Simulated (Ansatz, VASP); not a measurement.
## SrCl2: VASP beside Ansatz

INCAR

```
SYSTEM = SrCl2
PREC = Accurate
ENCUT = 520
EDIFF = 1E-6
ISMEAR = -1
SIGMA = 0.02
LREAL = .False.
LASPH = .True.
NELM = 60
ALGO = Normal
ISIF = 2
LWAVE = .False.
LCHARG = .False.
GGA = PE
NBANDS = 19
```

KPOINTS

```
regular mesh
0
Gamma
  6 6 6
  0 0 0
```

POSCAR

```
SrCl2
1.0
    2.4567214836      1.4183888098      4.0297710690
   -2.4567214836      1.4183888098      4.0297710690
    0.0000000000     -2.8367776197      4.0297710690
Sr Cl
1 2
Direct
    0.0000000000      0.0000000000      0.0000000000
    0.2497156427      0.2497156427      0.2497156427
    0.7502843573      0.7502843573      0.7502843573
```

Input for Ansatz:

```yaml
crystal:
  lattice:
    - [2.4567214836, 1.4183888098, 4.029771069]
    - [-2.4567214836, 1.4183888098, 4.029771069]
    - [0.0, -2.8367776197, 4.029771069]
  atoms:
    - { symbol: Sr, position: [0.0, 0.0, 0.0] }
    - { symbol: Cl, position: [0.2497156427, 0.2497156427, 0.2497156427] }
    - { symbol: Cl, position: [0.7502843573, 0.7502843573, 0.7502843573] }
kpoints:
  mp_grid: { grid: [6, 6, 6] }
  band_path:
    path:
      - [0.0, 0.0, 0.0]
      - [0.5, 0.5, 0.5]
      - [0.7501454853, 0.2498545147, 0.5]
      - [0.5, -0.2498545147, 0.2498545147]
      - [0.5, 0.0, 0.0]
      - [0.3749272573, -0.3749272573, 0.0]
      - [0.6250727427, 0.0, 0.3749272573]
      - [0.5, 0.0, 0.5]
    npoints: 1
hamiltonian:
  xc: pbe
scf:
  occupations: { method: fermi_dirac, width: 0.02 }
  n_extra_bands: 4
output:
  forces: true
  stress: true
  eigenvalues: true
```

Change from the starting cell: uniaxial_z strain +0.4%.

Alike in both runs: task single point; functional PBE; k mesh 6 × 6 × 6; occupations fermi-dirac, width 0.02 eV; no spin polarisation.

|  | VASP | Ansatz |
| --- | --- | --- |
| version | VASP 6.6.1 | Ansatz 0.2.0 |
| potentials or method | VASP PAW PBE potentials, release 64 (Sr_sv, Cl) | plane waves, PAW |
| plane-wave cutoff (eV) | 520 | 420 |
| valence electrons in the cell | 24 | 24 |

|  | VASP | Ansatz | Ansatz less VASP |
| --- | --- | --- | --- |
| gap on the k mesh at the Fermi level (eV) | 5.37 | 5.37 | +0.006 |
| pressure (GPa) | 1.4 | 1.3 | -0.09 |
| traceless stress, the component that is largest in VASP (GPa) | -0.05 | -0.05 | +0.002 |

The functional is the same, so the differences come from potentials, cutoffs and numerics.
